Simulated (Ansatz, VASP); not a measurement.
## Two plane-wave programs on InPd

```
In Pd
1.0
     3.27188    0.00000    0.00000
     0.00000    3.27188    0.00000
     0.00000    0.00000    3.27188
In Pd
1 1
Cartesian
  0.0000 0.0000 0.0000
  1.6359 1.6359 1.1859
```

Alike in both runs: task single point; functional PBE; k mesh 14 × 14 × 14; occupations gaussian, width 0.15 eV; no spin polarisation.

|  | VASP | Ansatz |
| --- | --- | --- |
| version | VASP 6.6.1 | Ansatz 0.2.0 |
| potentials or method | VASP PAW PBE potentials, release 64 (In_d, Pd), cutoff 520 eV | scalar-relativistic, plane waves, PAW |
| valence electrons in the cell | 23 | 31 |

```csv
,VASP,Ansatz,Ansatz less VASP
gap on the k mesh at the Fermi level (eV),none,none,-
pressure (GPa),13.2,13.1,-0.12
"traceless stress, the component that is largest in VASP (GPa)",-6.00,-5.95,+0.059
rms of the force components (eV/Å),1.099,1.088,-0.0107
```

Atom by atom the forces differ by 0.011 eV/Å (rms over components). A gap of «none» marks a metal or a gap that the smearing closes. VASP's potentials hold 23 valence electrons a cell and Ansatz's 31, so a difference there can come from the potentials and not from the codes.
